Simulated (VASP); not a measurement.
A run of VASP 6.6.1:

Contents of INCAR:

```
SYSTEM = C
PREC = Accurate
ENCUT = 520
EDIFF = 1E-6
ISMEAR = 0
SIGMA = 0.15
LREAL = .FALSE.
LASPH = .TRUE.
NELM = 80
ALGO = Normal
ISIF = 2
LWAVE = .FALSE.
LCHARG = .FALSE.
GGA = PS
IVDW = 12
NBANDS = 11
```

File KPOINTS:

```
regular mesh
0
G
  21 21 12
  0 0 0
```

Contents of POSCAR:

```
C
1.0
    2.4780568104      0.0000000000      0.0000000000
   -1.2390284052      2.1460601498      0.0000000000
    0.0000000000      0.0000000000      3.5587769439
C
2
Direct
    0.3380317105      0.6760634210      0.0000000000
    0.6619682895      0.3239365790      0.0000000000
```

Potentials or basis: VASP PAW PBE potentials, release 64 (C).

Command:

```sh
$ cat potpaw_PBE.64/C/POTCAR > POTCAR
$ mpirun -np 1 vasp_std > vasp.out
```

Hardware: 1 thread of Intel Xeon 8259CL, on a shared host.

Question: Estimate the wall time of this run.

Answer: It took 3.5 min on 1 thread of Intel Xeon 8259CL, on a shared host, peak memory 0.25 GiB. Counts: scf iterations 12, k points 847.
